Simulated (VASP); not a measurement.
# KI in VASP: notebook

The runs below take KI through single point, with PBE.

Everything below comes from runs of VASP 6.6.1. Logs are shortened: lines on timing, memory, paths and dates and some standing lists are left out, and cuts for length are marked.

## 1. The cell of the first run

The structure is tetragonal, space group I4/mmm (No. 139). The conventional cell has a = 5.234 Å, b = 5.234 Å, c = 7.225 Å, α = 90.00°, β = 90.00°, γ = 90.00°. K (site symmetry 4/mmm) has 6 I at 3.61 to 3.70 Å within 4.7 Å. Within 4.7 Å of I (site symmetry 4/mmm) lie 6 K at 3.61 to 3.70 Å.

## 2. Single point, PBE (strain +0.050 along x and y, +0.025 along z)

The input, INCAR:

```
SYSTEM = KI
  PREC = Accurate
  ENCUT = 520
  EDIFF = 1E-6
  ISMEAR = 0
  SIGMA = 0.05
  LREAL = .FALSE.
  LASPH = .TRUE.
  NELM = 100
  ALGO = Normal
  ISIF = 2
  LWAVE = .FALSE.
  LCHARG = .FALSE.
  GGA = PE
  NBANDS = 15
```

The input, KPOINTS:

```
regular mesh
0
G
  6 6 6
  0 0 0
```

The input, POSCAR:

```
KI
1.0
    0.0000000000      3.7007775000      3.6126637500
    3.7007775000      0.0000000000      3.6126637500
    3.7007775000      3.7007775000      0.0000000000
K I
1 1
Direct
    0.0000000000      0.0000000000      0.0000000000
    0.5000000000      0.5000000000      0.5000000000
```

Potentials or basis: VASP PAW PBE potentials, release 64 (K_sv, I).

On the command line:

```console
> cat potpaw_PBE.64/K_sv/POTCAR potpaw_PBE.64/I/POTCAR > POTCAR
> mpirun -np 1 vasp_std > vasp.out
```

OUTCAR:

```text
SYSTEM = KI
   PREC = Accurate
   ENCUT = 520
   EDIFF = 1E-6
   ISMEAR = 0
   LREAL = .FALSE.
   LASPH = .TRUE.
   NELM = 100
   ISIF = 2
   GGA = PE

 ion  position               nearest neighbor table
   1  0.000  0.000  0.000-   2 3.61   2 3.61
   2  0.500  0.500  0.500-   1 3.61   1 3.61

  LATTYP: Found a body centered tetragonal cell.
 ALAT       =     5.2336897318
 C/A-ratio  =     1.3805418109

  Lattice vectors:

 A1 = (   0.0000000000,  -3.7007775000,  -3.6126637500)
 A2 = (   0.0000000000,   3.7007775000,  -3.6126637500)
 A3 = (   3.7007775000,   0.0000000000,   3.6126637500)

Analysis of symmetry for initial positions (statically):
=====================================================================
 Subroutine PRICEL returns:
 Original cell was already a primitive cell.

 Routine SETGRP: Setting up the symmetry group for a
 body centered tetragonal supercell.

 Subroutine GETGRP returns: Found 16 space group operations
 (whereof 16 operations were pure point group operations)
 out of a pool of 16 trial point group operations.

The static configuration has the point symmetry D_4h.

Analysis of symmetry for dynamics (positions and initial velocities):
=====================================================================
 Subroutine PRICEL returns:
 Original cell was already a primitive cell.

 Routine SETGRP: Setting up the symmetry group for a
 body centered tetragonal supercell.

 Subroutine GETGRP returns: Found 16 space group operations
 (whereof 16 operations were pure point group operations)
 out of a pool of 16 trial point group operations.

The dynamic configuration has the point symmetry D_4h.

 Subroutine INISYM returns: Found 16 space group operations
 (whereof 16 operations are pure point group operations),
 and found     1 'primitive' translations

----------------------------------------------------------------------------------------

                                     Primitive cell

  volume of cell :      98.9563

  direct lattice vectors                    reciprocal lattice vectors
     0.000000000  3.700777500  3.612663750    -0.135106744  0.135106744  0.138402031
     3.700777500  0.000000000  3.612663750     0.135106744 -0.135106744  0.138402031
     3.700777500  3.700777500  0.000000000     0.135106744  0.135106744 -0.138402031

  length of vectors
     5.171759224  5.171759224  5.233689732     0.235929623  0.235929623  0.235929623

  position of ions in fractional coordinates (direct lattice)
     0.000000000  0.000000000  0.000000000
[... 89 lines left out ...]
   NELECT =      16.0000    total number of electrons
   NUPDOWN=      -1.0000    fix difference up-down
   EMIN   =  10.00;   EMAX   =-10.00  energy-range for DOS
   EFERMI =   0.00;   METHOD = LEGACY
   ISMEAR =     0;   SIGMA  =   0.05  broadening in eV -4-tet -1-fermi 0-gaus
   EFERMI_NEDOS =   21; number of points for ismear=-14 and -15
   IALGO  =     38    algorithm
   IMIX   =      4    mixing-type and parameters
     AMIX     =   0.40;   BMIX     =  1.00
     AMIX_MAG =   1.60;   BMIX_MAG =  1.00
  volume/ion in A,a.u.               =      49.48       333.90
  Fermi-wavevector in a.u.,A,eV,Ry     =   0.891867  1.685385 10.822450  0.795428
  Thomas-Fermi vector in A             =   2.013743
   LORBIT       =      0    0 simple, 1 ext, 2 COOP (PROOUT), +10 PAW based schemes
   GGA     = PE    functional components
   LHFCALC =     F    Hartree Fock is set to
   AEXX    =    0.0000 exact exchange contribution
   IVDW    =     0    specifies the selected vdW correction
   LEPSILON=     F    determine dielectric tensor
   LRPA    =     F    only Hartree local field effects (RPA)
 non-spin polarized calculation
 Gauss-broadening in eV      SIGMA  =   0.05
  energy-cutoff  :      520.00
  volume of cell :       98.96
 maximum number of plane-waves:      2693
 NGX is ok and might be reduce to    40
   NGX = 19   NGY = 19   NGZ = 19

 number of electron      15.9999998 magnetization

 Free energy of the ion-electron system (eV)
  ---------------------------------------------------
  ext. energy  EPLUGINS =         0.00000000
  ---------------------------------------------------
  free energy    TOTEN  =        -5.55200802 eV

  energy without entropy =       -5.55200802  energy(sigma->0) =       -5.55200802

 E-fermi :  -0.6741     XC(G=0):  -6.7373

 val. band max:       -0.9644022028   @ k =   0.0000   0.0000   0.0000
 cond. band min:       2.7469407422   @ k =   0.0000   0.0000   0.0000
 fundamental gap:      3.7113429450
 Fermi energy:        -0.6740604444

 k-point     1 :       0.0000    0.0000    0.0000
  band No.  band energies     occupation
      1     -29.6900      2.00000
      2     -13.1658      2.00000
      3     -13.1658      2.00000
      4     -13.1628      2.00000
      5     -11.3154      2.00000
      6      -0.9687      2.00000
      7      -0.9644      2.00000
      8      -0.9644      2.00000
      9       2.7469      0.00000
     10       5.5097      0.00000
     11       5.5097      0.00000
     12       5.6408      0.00000
     13       6.1527      0.00000
     14       6.2415      0.00000
[... 401 lines left out ...]
      2     -13.1972      2.00000
      3     -13.1795      2.00000
      4     -13.1725      2.00000
      5     -11.2007      2.00000
      6      -1.7618      2.00000
      7      -1.3880      2.00000
      8      -1.2490      2.00000
      9       4.4549      0.00000
     10       4.9395      0.00000
     11       6.4185      0.00000
     12       7.0544      0.00000
     13       7.5289      0.00000
     14       8.0840      0.00000
     15       8.4071      0.00000

 [... further k-points ...]

------------------------ aborting loop because EDIFF is reached ----------------------------------------

  FORCE on cell =-STRESS in cart. coord.  units (eV):
  Direction    XX          YY          ZZ          XY          YZ          ZX
  --------------------------------------------------------------------------------------
  -------------------------------------------------------------------------------------
  Total       -0.4198378     -0.4198378     -0.2041805      0.0000000      0.0000000      0.0000000
  in kB       -6.7974909     -6.7974909     -3.3058362      0.0000000      0.0000000      0.0000000
  external PRESSURE =      -5.6336060 kB  Pullay stress =       0.0000000 kB

 VOLUME and BASIS-vectors are now :
 -----------------------------------------------------------------------------
  energy-cutoff  :      520.00
  volume of cell :       98.96
      direct lattice vectors                 reciprocal lattice vectors
     0.000000000  3.700777500  3.612663750    -0.135106744  0.135106744  0.138402031
     3.700777500  0.000000000  3.612663750     0.135106744 -0.135106744  0.138402031
     3.700777500  3.700777500  0.000000000     0.135106744  0.135106744 -0.138402031

 POSITION                                       TOTAL-FORCE (eV/Angst)
 -----------------------------------------------------------------------------------
      0.00000      0.00000      0.00000         0.000000      0.000000     -0.000000
      3.70078      3.70078      3.61266         0.000000      0.000000      0.000000
 -----------------------------------------------------------------------------------
    total drift:                                0.000000     -0.000000     -0.000000

  FREE ENERGIE OF THE ION-ELECTRON SYSTEM (eV)
  ---------------------------------------------------
  free  energy   TOTEN  =        -5.5520080180 eV

  energy  without entropy=       -5.5520080180  energy(sigma->0) =       -5.55200802
```

OSZICAR:

```text
N       E                     dE             d eps       ncg     rms          rms(c)
DAV:   1     0.911438493475E+02    0.91144E+02   -0.64137E+03   900   0.895E+02
DAV:   2     0.478367030834E+00   -0.90665E+02   -0.85216E+02  1145   0.211E+02
DAV:   3    -0.538922786341E+01   -0.58676E+01   -0.58392E+01  1270   0.467E+01
DAV:   4    -0.565552993109E+01   -0.26630E+00   -0.26623E+00  1451   0.868E+00
DAV:   5    -0.565748699106E+01   -0.19571E-02   -0.19570E-02  1289   0.759E-01    0.251E+00
DAV:   6    -0.555292288347E+01    0.10456E+00   -0.11549E-01  1166   0.176E+00    0.182E+00
DAV:   7    -0.554411539484E+01    0.88075E-02   -0.12125E-01  1243   0.162E+00    0.780E-01
DAV:   8    -0.555126676145E+01   -0.71514E-02   -0.12932E-02  1038   0.695E-01    0.121E-01
DAV:   9    -0.555185254144E+01   -0.58578E-03   -0.12919E-03  1271   0.190E-01    0.796E-02
DAV:  10    -0.555194898609E+01   -0.96445E-04   -0.14018E-04  1269   0.603E-02    0.228E-02
DAV:  11    -0.555200762919E+01   -0.58643E-04   -0.68124E-05  1054   0.484E-02    0.148E-02
DAV:  12    -0.555200801795E+01   -0.38876E-06   -0.22141E-06  1219   0.108E-02
   1 F= -.55520080E+01 E0= -.55520080E+01  d E =-.700324E-18
```

Wall time 47 s (1 thread of Intel Xeon Platinum 8488C (Sapphire Rapids), shared host); peak memory 0.25 GiB.

What came out:

```
Free energy            : -5.5520 eV
Pressure               : -0.6 GPa
Band gap on the k mesh : 3.71 eV, direct
```

Caveat: the cell differs from its parent crystal (strain +0.050 along x and y, +0.025 along z); spin-orbit coupling is left out, which moves the levels of the heavy elements.

## 3. Single point, PBE (strain -0.050 along x and y, -0.050 along z)

The input, INCAR:

```
SYSTEM = KI
PREC = Accurate ; ENCUT = 520
EDIFF = 1E-7 ; ISMEAR = 0
SIGMA = 0.05 ; LREAL = .False.
LASPH = .True. ; NELM = 80
ALGO = Normal ; ISIF = 2
LWAVE = .False. ; LCHARG = .True.
GGA = PE ; LELF = .True.
LVHAR = .True. ; NBANDS = 15
```

The input, KPOINTS:

```
regular mesh
0
Gamma
  6 6 6
  0 0 0
```

The input, POSCAR:

```
KI
1.0
    0.0000000000      3.3483225000      3.3483225000
    3.3483225000      0.0000000000      3.3483225000
    3.3483225000      3.3483225000      0.0000000000
K I
1 1
Direct
    0.0000000000      0.0000000000      0.0000000000
    0.5000000000      0.5000000000      0.5000000000
```

Potentials or basis: VASP PAW PBE potentials, release 64 (K_sv, I).

On the command line:

```console
> cat potpaw_PBE.64/K_sv/POTCAR potpaw_PBE.64/I/POTCAR > POTCAR
> mpirun -np 1 vasp_std > vasp.out
```

OUTCAR:

```text
SYSTEM = KI
   PREC = Accurate
   ENCUT = 520
   EDIFF = 1E-7
   ISMEAR = 0
   LREAL = .False.
   LASPH = .True.
   NELM = 80
   ISIF = 2
   GGA = PE

 ion  position               nearest neighbor table
   1  0.000  0.000  0.000-   2 3.35   2 3.35   2 3.35   2 3.35   2 3.35   2 3.35
   2  0.500  0.500  0.500-   1 3.35   1 3.35   1 3.35   1 3.35   1 3.35   1 3.35

  LATTYP: Found a face centered cubic cell.
 ALAT       =     6.6966450000

  Lattice vectors:

 A1 = (   0.0000000000,   3.3483225000,   3.3483225000)
 A2 = (   3.3483225000,   0.0000000000,   3.3483225000)
 A3 = (   3.3483225000,   3.3483225000,   0.0000000000)

Analysis of symmetry for initial positions (statically):
=====================================================================
 Subroutine PRICEL returns:
 Original cell was already a primitive cell.

 Routine SETGRP: Setting up the symmetry group for a
 face centered cubic supercell.

 Subroutine GETGRP returns: Found 48 space group operations
 (whereof 48 operations were pure point group operations)
 out of a pool of 48 trial point group operations.

The static configuration has the point symmetry O_h .

Analysis of symmetry for dynamics (positions and initial velocities):
[... 168 lines left out ...]
     10       6.8989      0.00000
     11       6.8989      0.00000
     12       6.8989      0.00000
     13       7.7333      0.00000
     14       7.7333      0.00000
[... 257 lines left out ...]
      2     -11.3680      2.00000
      3     -11.3360      2.00000
      4     -11.3081      2.00000
      5      -9.9259      2.00000
      6      -0.5910      2.00000
      7      -0.2131      2.00000
      8      -0.2047      2.00000
      9       6.0364      0.00000
     10       7.3398      0.00000
     11       8.1794      0.00000
     12       9.3378      0.00000
     13       9.4388      0.00000
     14      10.5235      0.00000
     15      11.2474      0.00000

------------------------ aborting loop because EDIFF is reached ----------------------------------------

  FORCE on cell =-STRESS in cart. coord.  units (eV):
  Direction    XX          YY          ZZ          XY          YZ          ZX
  --------------------------------------------------------------------------------------
  -------------------------------------------------------------------------------------
  Total        1.7567351      1.7567351      1.7567351      0.0000000      0.0000000     -0.0000000
  in kB       37.4891015     37.4891015     37.4891015      0.0000000      0.0000000     -0.0000000
  external PRESSURE =      37.4891015 kB  Pullay stress =       0.0000000 kB

 VOLUME and BASIS-vectors are now :
 -----------------------------------------------------------------------------
  energy-cutoff  :      520.00
  volume of cell :       75.08
      direct lattice vectors                 reciprocal lattice vectors
     0.000000000  3.348322500  3.348322500    -0.149328507  0.149328507  0.149328507
     3.348322500  0.000000000  3.348322500     0.149328507 -0.149328507  0.149328507
     3.348322500  3.348322500  0.000000000     0.149328507  0.149328507 -0.149328507

 POSITION                                       TOTAL-FORCE (eV/Angst)
 -----------------------------------------------------------------------------------
      0.00000      0.00000      0.00000         0.000000      0.000000      0.000000
      3.34832      3.34832      3.34832        -0.000000     -0.000000     -0.000000
 -----------------------------------------------------------------------------------
    total drift:                                0.000000      0.000000      0.000000

  FREE ENERGIE OF THE ION-ELECTRON SYSTEM (eV)
  ---------------------------------------------------
  free  energy   TOTEN  =        -5.3947984285 eV

  energy  without entropy=       -5.3947984285  energy(sigma->0) =       -5.39479843
```

OSZICAR:

```text
N       E                     dE             d eps       ncg     rms          rms(c)
DAV:   1     0.952259038427E+02    0.95226E+02   -0.67396E+03   480   0.932E+02
DAV:   2     0.581840804289E-01   -0.95168E+02   -0.87715E+02   613   0.224E+02
DAV:   3    -0.520620606231E+01   -0.52644E+01   -0.52350E+01   663   0.463E+01
DAV:   4    -0.545522366459E+01   -0.24902E+00   -0.24890E+00   787   0.917E+00
DAV:   5    -0.545720718915E+01   -0.19835E-02   -0.19835E-02   691   0.843E-01    0.431E+00
DAV:   6    -0.539241538762E+01    0.64792E-01   -0.73849E-02   606   0.173E+00    0.299E+00
DAV:   7    -0.539202371854E+01    0.39167E-03   -0.10702E-01   634   0.184E+00    0.762E-01
DAV:   8    -0.539429867097E+01   -0.22750E-02   -0.12415E-02   536   0.793E-01    0.154E-01
DAV:   9    -0.539462216512E+01   -0.32349E-03   -0.55727E-04   627   0.155E-01    0.711E-02
DAV:  10    -0.539477700377E+01   -0.15484E-03   -0.13779E-04   522   0.658E-02    0.218E-02
DAV:  11    -0.539479801725E+01   -0.21013E-04   -0.27793E-05   620   0.317E-02    0.181E-02
DAV:  12    -0.539479774540E+01    0.27185E-06   -0.26423E-06   620   0.127E-02    0.927E-03
DAV:  13    -0.539479830974E+01   -0.56434E-06   -0.63163E-07   606   0.484E-03    0.181E-03
DAV:  14    -0.539479856997E+01   -0.26022E-06   -0.36698E-08   520   0.138E-03    0.992E-04
DAV:  15    -0.539479839409E+01    0.17587E-06   -0.18357E-08   450   0.119E-03    0.604E-04
DAV:  16    -0.539479842848E+01   -0.34390E-07   -0.22302E-09   352   0.374E-04
   1 F= -.53947984E+01 E0= -.53947984E+01  d E =-.130057E-18
```

Run time: 48 s. Hardware: 1 thread of AMD EPYC 7R43 (Zen 3), shared host; peak memory 0.18 GiB.

What came out:

```
Free energy            : -5.3948 eV
Pressure               : 3.7 GPa
Band gap on the k mesh : 4.38 eV, direct
```

Levels at points of the mesh, in eV from the valence-band top:
```tsv
k point	band 5	band 6	band 7	band 8	band 9	band 10	band 11	band 12
(0.00, 0.00, 0.00)	-10.79	0.00	0.00	0.00	4.38	6.38	6.38	6.38
(0.50, 0.00, 0.00)	-10.21	-1.74	-0.50	-0.50	5.67	8.10	8.46	8.46
(0.50, 0.50, 0.00)	-10.56	-1.26	-0.46	-0.46	4.61	6.15	8.23	9.24
```

Caveat: the cell differs from its parent crystal (strain -0.050 along x and y, -0.050 along z); spin-orbit coupling is left out, which moves the levels of the heavy elements. A k mesh can miss the band edges.

## 4. Single point, PBE (strain -0.025 along x and y, -0.025 along z)

The input, INCAR:

```
PREC = Accurate
ENCUT = 520
EDIFF = 1E-6
ISMEAR = 0
SIGMA = 0.05
LREAL = False
LASPH = True
NELM = 60
ALGO = Normal
ISIF = 2
LWAVE = False
LCHARG = False
GGA = PE
NBANDS = 15
```

The input, KPOINTS:

```
Automatic mesh
0
Gamma
  6 6 6
```

The input, POSCAR:

```
KI
1.0
    0.0000000000      3.4364362500      3.4364362500
    3.4364362500      0.0000000000      3.4364362500
    3.4364362500      3.4364362500      0.0000000000
K I
1 1
Direct
    0.0000000000      0.0000000000      0.0000000000
    0.5000000000      0.5000000000      0.5000000000
```

On the command line:

```console
> cat potpaw_PBE.64/K_sv/POTCAR potpaw_PBE.64/I/POTCAR > POTCAR
> mpirun -np 1 vasp_std > vasp.out
```

Wall time 31 s (1 thread of AMD EPYC 7R43 (Zen 3), shared host); peak memory 0.17 GiB.

It converged, with:

```yaml
Free_energy: -5.5016 eV
Pressure: 2.0 GPa
Band_gap_on_the_k_mesh: 4.17 eV, direct
```

Levels at points of the mesh, in eV from the valence-band top:
| k point | band 4 | band 5 | band 6 | band 7 | band 8 | band 9 | band 10 | band 11 | band 12 | band 13 |
| --- | --- | --- | --- | --- | --- | --- | --- | --- | --- | --- |
| (0.00, 0.00, 0.00) | -11.87 | -10.64 | 0.00 | 0.00 | 0.00 | 4.17 | 6.45 | 6.45 | 6.45 | 7.22 |
| (0.50, 0.00, 0.00) | -11.87 | -10.23 | -1.52 | -0.41 | -0.41 | 5.60 | 7.93 | 8.31 | 8.31 | 8.84 |
| (0.50, 0.50, 0.00) | -11.89 | -10.46 | -1.13 | -0.41 | -0.41 | 4.78 | 5.96 | 8.17 | 8.98 | 9.23 |

Caveat: the cell differs from its parent crystal (strain -0.025 along x and y, -0.025 along z); spin-orbit coupling is left out, which moves the levels of the heavy elements.

## 5. Single point, PBE (strain +0.025 along x and y, +0.025 along z)

The input, INCAR:

```
PREC = Accurate ; ENCUT = 520
EDIFF = 1E-7 ; ISMEAR = 0
SIGMA = 0.05 ; LREAL = F
LASPH = T ; NELM = 100
ALGO = Normal ; ISIF = 2
LWAVE = F ; LCHARG = F
GGA = PE ; NBANDS = 15
```

The input, KPOINTS:

```
regular mesh
0
Gamma
  6 6 6
```

The input, POSCAR:

```
KI
1.0
    0.0000000000      3.6126637500      3.6126637500
    3.6126637500      0.0000000000      3.6126637500
    3.6126637500      3.6126637500      0.0000000000
K I
1 1
Direct
    0.0000000000      0.0000000000      0.0000000000
    0.5000000000      0.5000000000      0.5000000000
```

On the command line:

```console
> cat potpaw_PBE.64/K_sv/POTCAR potpaw_PBE.64/I/POTCAR > POTCAR
> mpirun -np 1 vasp_std > vasp.out
```

Wall time 48 s (1 thread of AMD EPYC 7R43 (Zen 3), shared host); peak memory 0.2 GiB.

Results (log left out):

```
Free energy            : -5.5645 eV
Pressure               : -0.2 GPa
Band gap on the k mesh : 3.81 eV, direct
```

Levels at points of the mesh, in eV from the valence-band top:
| k point | band 4 | band 5 | band 6 | band 7 | band 8 | band 9 | band 10 | band 11 | band 12 | band 13 |
| --- | --- | --- | --- | --- | --- | --- | --- | --- | --- | --- |
| (0.00, 0.00, 0.00) | -12.11 | -10.41 | 0.00 | 0.00 | 0.00 | 3.81 | 6.51 | 6.51 | 6.51 | 7.19 |
| (0.50, 0.00, 0.00) | -12.11 | -10.21 | -1.17 | -0.28 | -0.28 | 5.45 | 7.50 | 8.00 | 8.00 | 8.58 |
| (0.50, 0.50, 0.00) | -12.12 | -10.29 | -0.90 | -0.33 | -0.33 | 5.03 | 5.61 | 8.02 | 8.48 | 8.50 |

Caveat: the cell differs from its parent crystal (strain +0.025 along x and y, +0.025 along z); spin-orbit coupling is left out, which moves the levels of the heavy elements.

## 6. Overview

```tsv
cell	gap on the mesh (eV)	pressure (GPa)
a = 5.172, b = 5.172, c = 5.234 Å, angles 59.6, 59.6, 60.8°, 2 atoms	3.71	-0.6
a = 4.735 Å, angles 60.0°, 2 atoms	4.38	3.7
a = 4.860 Å, angles 60.0°, 2 atoms	4.17	2.0
a = 5.109 Å, angles 60.0°, 2 atoms	3.81	-0.2
```

Alike in all rows: task single point; level PBE; potentials or basis VASP PAW PBE potentials, release 64 (K_sv, I); no spin polarisation; k mesh 6 × 6 × 6; cutoff (eV) 520; smearing gaussian 0.05 eV.

Caveats: spin-orbit coupling is left out, which moves the levels of the heavy elements.

Total energies depend on the potentials used, so only differences within one code and one set of settings carry meaning.
